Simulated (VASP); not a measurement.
# Cd3Se2S in VASP: further runs

Runs on Cd3Se2S. Level: PBE. Tasks: single point.

Program: VASP 6.6.1. These are calculated values, not measurements. Logs are shortened: lines on timing, memory, paths and dates and some standing lists are left out, and cuts for length are marked.

## 1. The cell of the first run

The typed cell holds 12 atoms: a = 4.327 Å, b = 7.466 Å, c = 10.579 Å, α = 90.13°, β = 89.97°, γ = 89.95°.

## 2. Single point, PBE

File INCAR:

```
ALGO = Normal ; EDIFF = 1E-6
ENCUT = 520 ; GGA = PE
ISIF = 2 ; ISMEAR = 0
LASPH = True ; LCHARG = True
LELF = True ; LREAL = False
LVHAR = True ; LWAVE = False
NBANDS = 66 ; NELM = 60
PREC = Accurate ; SIGMA = 0.1
```

File KPOINTS:

```
k-points
0
Gamma
  4 2 2
```

File POSCAR:

```
Cd3Se2S
1.0
    4.3271840384      0.0018221458      0.0008923477
    0.0031184763      7.4655641473     -0.0087222097
    0.0026043017     -0.0123159389     10.5794753918
Cd Se S
6 4 2
Direct
    0.0006165382     -0.0004793425      0.0002322870
    0.5008403431      0.4994739565      0.0001096098
    0.0001915025      0.3334080066      0.6579733162
    0.4995602274      0.8332832687      0.6580496612
    0.4995704371      0.1671171236      0.3424044258
    0.9986528866      0.6670785200      0.3421898084
    0.0009371098      0.3328839541      0.9113059728
    0.5007309480      0.8329450393      0.9113870478
    0.4990686564      0.5003860850      0.2531715701
   -0.0002060573      0.0005081483      0.2532370619
    0.5002900823      0.1666657812      0.5850210530
    0.9997473261      0.6667294592      0.5849181861
```

Potentials or basis: VASP PAW PBE potentials, release 64 (Cd, Se, S).

On the command line:

```
$ cat potpaw_PBE.64/Cd/POTCAR potpaw_PBE.64/Se/POTCAR potpaw_PBE.64/S/POTCAR > POTCAR
$ mpirun -np 1 vasp_std > vasp.out
```

OUTCAR:

```text
EDIFF = 1E-6
   ENCUT = 520
   GGA = PE
   ISIF = 2
   ISMEAR = 0
   LASPH = True
   LREAL = False
   NELM = 60
   PREC = Accurate

 ion  position               nearest neighbor table
   1  0.001  1.000  0.000-   7 2.66   8 2.66   8 2.67  10 2.68
   2  0.501  0.499  0.000-   8 2.66   7 2.66   7 2.67   9 2.68
   3  0.000  0.333  0.658-  12 2.61  11 2.61  11 2.61   7 2.68
   4  0.500  0.833  0.658-  11 2.61  12 2.61  12 2.61   8 2.68
   5  0.500  0.167  0.342-  11 2.57   9 2.66  10 2.67  10 2.67
   6  0.999  0.667  0.342-  12 2.57  10 2.66   9 2.67   9 2.67
   7  0.001  0.333  0.911-   1 2.66   2 2.66   2 2.67   3 2.68
   8  0.501  0.833  0.911-   2 2.66   1 2.66   1 2.67   4 2.68
   9  0.499  0.500  0.253-   5 2.66   6 2.67   6 2.67   2 2.68
  10  1.000  0.001  0.253-   6 2.66   5 2.67   5 2.67   1 2.68
  11  0.500  0.167  0.585-   5 2.57   4 2.61   3 2.61   3 2.61
  12  1.000  0.667  0.585-   6 2.57   3 2.61   4 2.61   4 2.61

  LATTYP: Found a triclinic cell.
 ALAT       =    11.4284123572
 B/A-ratio  =     0.3786339151
 C/A-ratio  =     0.6532464581
 COS(alpha) =     0.0008385658
 COS(beta)  =     0.0024766111
 COS(gamma) =     0.3782155889

  Lattice vectors:

 A1 = (  -4.3245797367,  -0.0141380847,  10.5785830441)
 A2 = (  -4.3271840384,  -0.0018221458,  -0.0008923477)
 A3 = (  -0.0031184763,  -7.4655641473,   0.0087222097)

Analysis of symmetry for initial positions (statically):
=====================================================================
 Subroutine PRICEL returns:
 Original cell was already a primitive cell.

 Routine SETGRP: Setting up the symmetry group for a
 triclinic supercell.

 Subroutine GETGRP returns: Found  1 space group operations
 (whereof  1 operations were pure point group operations)
 out of a pool of  2 trial point group operations.

The static configuration has the point symmetry C_1 .

Analysis of symmetry for dynamics (positions and initial velocities):
=====================================================================
 Subroutine PRICEL returns:
 Original cell was already a primitive cell.

 Routine SETGRP: Setting up the symmetry group for a
 triclinic supercell.

 Subroutine GETGRP returns: Found  1 space group operations
 (whereof  1 operations were pure point group operations)
 out of a pool of  2 trial point group operations.

The dynamic configuration has the point symmetry C_1 .

 Subroutine INISYM returns: Found  1 space group operations
 (whereof  1 operations are pure point group operations),
 and found     1 'primitive' translations

----------------------------------------------------------------------------------------

                                     Primitive cell

  volume of cell :     341.7680

  direct lattice vectors                    reciprocal lattice vectors
     4.327184038  0.001822146  0.000892348     0.231097226 -0.000096599 -0.000057001
     0.003118476  7.465564147 -0.008722210    -0.000056437  0.133948556  0.000155948
     0.002604302 -0.012315939 10.579475392    -0.000019539  0.000110442  0.094522779

  length of vectors
     4.327184514  7.465569894 10.579482881     0.231097253  0.133948659  0.094522845

  position of ions in fractional coordinates (direct lattice)
     0.000616538  0.999520657  0.000232287
     0.500840343  0.499473956  0.000109610
     0.000191503  0.333408007  0.657973316
     0.499560227  0.833283269  0.658049661
     0.499570437  0.167117124  0.342404426
     0.998652887  0.667078520  0.342189808
     0.000937110  0.332883954  0.911305973
     0.500730948  0.832945039  0.911387048
     0.499068656  0.500386085  0.253171570
     0.999793943  0.000508148  0.253237062
     0.500290082  0.166665781  0.585021053
     0.999747326  0.666729459  0.584918186

  ion indices of the primitive-cell ions
   primitive index   ion index
                 1           1
                 2           2
                 3           3
                 4           4
                 5           5
                 6           6
                 7           7
                 8           8
                 9           9
                10          10
                11          11
                12          12

----------------------------------------------------------------------------------------

 KPOINTS: k-points

Automatic generation of k-mesh.
 Grid dimensions read from file:
 generate k-points for:    4    2    2

 Generating k-lattice:

  Cartesian coordinates                     Fractional coordinates (reciprocal lattice)
     0.057774306 -0.000024150 -0.000014250     0.250000000  0.000000000  0.000000000
    -0.000028218  0.066974278  0.000077974     0.000000000  0.500000000 -0.000000000
    -0.000009769  0.000055221  0.047261389    -0.000000000  0.000000000  0.500000000

  Length of vectors
     0.057774313  0.066974329  0.047261423

  Shift w.r.t. Gamma in fractional coordinates (k-lattice)
     0.000000000  0.000000000  0.000000000

 Subroutine IBZKPT returns following result:
 ===========================================

 Found     12 irreducible k-points:

 Following reciprocal coordinates:
            Coordinates               Weight
  0.000000  0.000000  0.000000      1.000000
  0.250000 -0.000000 -0.000000      2.000000
  0.500000 -0.000000 -0.000000      1.000000
 -0.000000  0.500000 -0.000000      1.000000
  0.250000  0.500000  0.000000      2.000000
  0.500000  0.500000  0.000000      1.000000
 -0.000000  0.000000  0.500000      1.000000
  0.250000  0.000000  0.500000      2.000000
  0.500000  0.000000  0.500000      1.000000
 -0.000000  0.500000  0.500000      1.000000
  0.250000  0.500000  0.500000      2.000000
  0.500000  0.500000  0.500000      1.000000
   k-points           NKPTS =     12   k-points in BZ     NKDIM =     12   number of bands    NBANDS=     66
   number of dos      NEDOS =    301   number of ions     NIONS =     12
   total plane-waves  NPLWV = 143360
   dimension x,y,z NGX =    32 NGY =   56 NGZ =   80
   dimension x,y,z NGXF=    64 NGYF=  112 NGZF=  160
   ions per type =               6   4   2
   NGX,Y,Z   is equivalent  to a cutoff of  12.29, 12.47, 12.57 a.u.
   NGXF,Y,Z  is equivalent  to a cutoff of  24.59, 24.94, 25.14 a.u.
 SYSTEM =  unknown system
   PREC   = accura    normal or accurate (medium, high low for compatibility)
   ISTART =      0    job   : 0-new  1-cont  2-samecut
   ICHARG =      2    charge: 1-file 2-atom 10-const
   ISPIN  =      1    spin polarized calculation?
   LNONCOLLINEAR =      F non collinear calculations
   LSORBIT =      F    spin-orbit coupling
   LASPH  =      T    aspherical Exc in radial PAW
   ENCUT  =  520.0 eV  38.22 Ry    6.18 a.u.   8.05 13.88 19.67*2*pi/ulx,y,z
   NELM   =     60;   NELMIN=  2; NELMDL= -5     # of ELM steps
   EDIFF  = 0.1E-05   stopping-criterion for ELM
   LREAL  =      F    real-space projection
[... 7 lines left out ...]
   TEBEG  =    0.0;   TEEND  =   0.0 temperature during run
   PSTRESS=    0.0 pullay stress
   NELECT =     108.0000    total number of electrons
   NUPDOWN=      -1.0000    fix difference up-down
   EMIN   =  10.00;   EMAX   =-10.00  energy-range for DOS
   EFERMI =   0.00;   METHOD = LEGACY
   ISMEAR =     0;   SIGMA  =   0.10  broadening in eV -4-tet -1-fermi 0-gaus
   EFERMI_NEDOS =   21; number of points for ismear=-14 and -15
   IALGO  =     38    algorithm
   IMIX   =      4    mixing-type and parameters
     AMIX     =   0.40;   BMIX     =  1.00
     AMIX_MAG =   1.60;   BMIX_MAG =  1.00
  volume/ion in A,a.u.               =      28.48       192.20
  Fermi-wavevector in a.u.,A,eV,Ry     =   1.115079  2.107194 16.917497  1.243401
  Thomas-Fermi vector in A             =   2.251680
   LORBIT       =      0    0 simple, 1 ext, 2 COOP (PROOUT), +10 PAW based schemes
   GGA     = PE    functional components
   LHFCALC =     F    Hartree Fock is set to
   AEXX    =    0.0000 exact exchange contribution
   IVDW    =     0    specifies the selected vdW correction
   LEPSILON=     F    determine dielectric tensor
   LRPA    =     F    only Hartree local field effects (RPA)
 non-spin polarized calculation
 Gauss-broadening in eV      SIGMA  =   0.10
  energy-cutoff  :      520.00
  volume of cell :      341.77
 maximum number of plane-waves:      9244
   NGX = 17   NGY = 27   NGZ = 39

 number of electron     107.9999974 magnetization

 Free energy of the ion-electron system (eV)
  ---------------------------------------------------
  ext. energy  EPLUGINS =         0.00000000
  ---------------------------------------------------
  free energy    TOTEN  =       -34.12530140 eV

  energy without entropy =      -34.12529691  energy(sigma->0) =      -34.12529916

 E-fermi :   1.0199     XC(G=0):  -8.7255

 val. band max:        0.7420284646   @ k =   0.0000   0.0000   0.0000
 cond. band min:       1.2915151702   @ k =   0.0000   0.0000   0.0000
 fundamental gap:      0.5494867055
 Fermi energy:         1.0199044232

 k-point     1 :       0.0000    0.0000    0.0000
  band No.  band energies     occupation
      1     -11.5778      2.00000
      2     -11.3468      2.00000
      3     -11.2785      2.00000
      4     -11.2200      2.00000
      5     -11.1940      2.00000
      6     -11.1085      2.00000
[... 58 lines left out ...]
     65       6.7599      0.00000
     66       6.7769      0.00000

 k-point     2 :       0.2500   -0.0000   -0.0000
  band No.  band energies     occupation
      1     -11.4548      2.00000
      2     -11.2718      2.00000
      3     -11.2111      2.00000
      4     -11.1828      2.00000
      5     -11.1657      2.00000
      6     -11.1100      2.00000
[... 58 lines left out ...]
     65       6.2888      0.00000
     66       6.4795      0.00000

 k-point     3 :       0.5000   -0.0000   -0.0000
  band No.  band energies     occupation
      1     -11.2394      2.00000
      2     -11.2391      2.00000
      3     -11.1701      2.00000
      4     -11.1699      2.00000
      5     -11.1218      2.00000
      6     -11.1212      2.00000
[... 610 lines left out ...]
     65       6.3597      0.00000
     66       6.3628      0.00000

 k-point    12 :       0.5000    0.5000    0.5000
  band No.  band energies     occupation
      1     -11.2366      2.00000
      2     -11.2359      2.00000
      3     -11.1703      2.00000
      4     -11.1697      2.00000
      5     -11.1217      2.00000
      6     -11.1212      2.00000
[... 58 lines left out ...]
     65       7.2528      0.00000
     66       7.2561      0.00000

------------------------ aborting loop because EDIFF is reached ----------------------------------------

  FORCE on cell =-STRESS in cart. coord.  units (eV):
  Direction    XX          YY          ZZ          XY          YZ          ZX
  --------------------------------------------------------------------------------------
  -------------------------------------------------------------------------------------
  Total        0.5482779      0.5461147      0.4741327     -0.0482705     -0.0107101     -0.0316820
  in kB        2.5702767      2.5601357      2.2226908     -0.2262875     -0.0502081     -0.1485225
  external PRESSURE =       2.4510344 kB  Pullay stress =       0.0000000 kB

 VOLUME and BASIS-vectors are now :
 -----------------------------------------------------------------------------
  energy-cutoff  :      520.00
  volume of cell :      341.77
      direct lattice vectors                 reciprocal lattice vectors
     4.327184038  0.001822146  0.000892348     0.231097226 -0.000096599 -0.000057001
     0.003118476  7.465564147 -0.008722210    -0.000056437  0.133948556  0.000155948
     0.002604302 -0.012315939 10.579475392    -0.000019539  0.000110442  0.094522779

 POSITION                                       TOTAL-FORCE (eV/Angst)
 -----------------------------------------------------------------------------------
      0.00579      7.46198     -0.00626        -0.002642      0.000560      0.009193
      2.16879      3.72977     -0.00275        -0.002853      0.000749      0.011115
      0.00358      2.48098      6.95810        -0.002023     -0.002197     -0.011819
      2.16600      6.21374      6.95500        -0.000784     -0.001195     -0.012101
      2.16315      1.24432      3.62145        -0.000780     -0.001617      0.004981
      4.32433      4.97772      3.61526         0.001120      0.000400      0.009027
      0.00747      2.47394      9.63824         0.000315      0.002214      0.001288
      2.17173      6.20809      9.63518         0.001031      0.000784      0.000218
      2.16178      3.73346      2.67450         0.002777     -0.000884     -0.011742
      4.32695      0.00250      2.68000         0.001475     -0.002380     -0.010161
      2.16689      1.23796      6.18821         0.000100      0.002583      0.005750
      4.32969      4.97213      6.18320         0.002262      0.000983      0.004250
 -----------------------------------------------------------------------------------
    total drift:                               -0.000130     -0.000179     -0.000278

  FREE ENERGIE OF THE ION-ELECTRON SYSTEM (eV)
  ---------------------------------------------------
  free  energy   TOTEN  =       -34.1253014001 eV

  energy  without entropy=      -34.1252969125  energy(sigma->0) =      -34.12529916
```

Run time: 6.1 min. Hardware: 1 thread of Intel Xeon Platinum 8488C (Sapphire Rapids), shared host; peak memory 0.47 GiB.

Results:

```
Free energy            : -34.1253 eV
Pressure               : 0.2 GPa
Largest force          : 0.012 eV/Å
Band gap on the k mesh : 0.55 eV
```

Forces in eV/Å, atoms in the order of the input:
```
Cd  -0.003  0.001  0.009
Cd  -0.003  0.001  0.011
Cd  -0.002 -0.002 -0.012
Cd  -0.001 -0.001 -0.012
Cd  -0.001 -0.002  0.005
Cd   0.001  0.000  0.009
Se   0.000  0.002  0.001
Se   0.001  0.001  0.000
Se   0.003 -0.001 -0.012
Se   0.001 -0.002 -0.010
S    0.000  0.003  0.006
S    0.002  0.001  0.004
```

Caveat: the k points lie up to 0.42 Å⁻¹ apart; semilocal functionals underestimate gaps, and a narrow one can read as zero.

(Continued in part 2 of 2.)
